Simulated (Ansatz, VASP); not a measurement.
**SnSe in VASP and in Ansatz**

```xyz
4
Lattice="4.0642 0.0000 0.0000 0.0000 4.0642 0.0000 0.0000 0.0000 10.9796" Properties=species:S:1:pos:R:3 pbc="T T T"
Sn    2.0321    0.0000    4.1521
Sn    0.0000    2.0321    6.8275
Se    2.0321    0.0000    6.8269
Se    0.0000    2.0321    4.1527
```

Change from the starting cell: strain -0.030 along x and y, +0.000 along z, atoms carried along.

Alike in both runs: task single point; functional LDA; k mesh 6 × 6 × 4; occupations gaussian, width 0.05 eV; no spin polarisation.

```csv
,VASP,Ansatz
version,VASP 6.6.1,Ansatz 0.2.0
potentials or method,"VASP PAW LDA potentials, release 64 (Sn_d, Se), cutoff 520 eV","scalar-relativistic, plane waves, PAW"
valence electrons in the cell,40,60
```

|  | VASP | Ansatz | Ansatz less VASP |
| --- | --- | --- | --- |
| gap on the k mesh at the Fermi level (eV) | 1.18 | 1.20 | +0.022 |
| least direct gap on the mesh (eV) | 1.42 | 1.44 | +0.016 |
| rms of the force components (eV/Å) | 0.096 | 0.082 | -0.0140 |

LDA's correlation is that of Perdew and Zunger in VASP and of Perdew and Wang (1992) in Ansatz. Atom by atom the forces differ by 0.014 eV/Å (rms over components). VASP's potentials hold 40 valence electrons a cell and Ansatz's 60, so a difference there can come from the potentials and not from the codes.
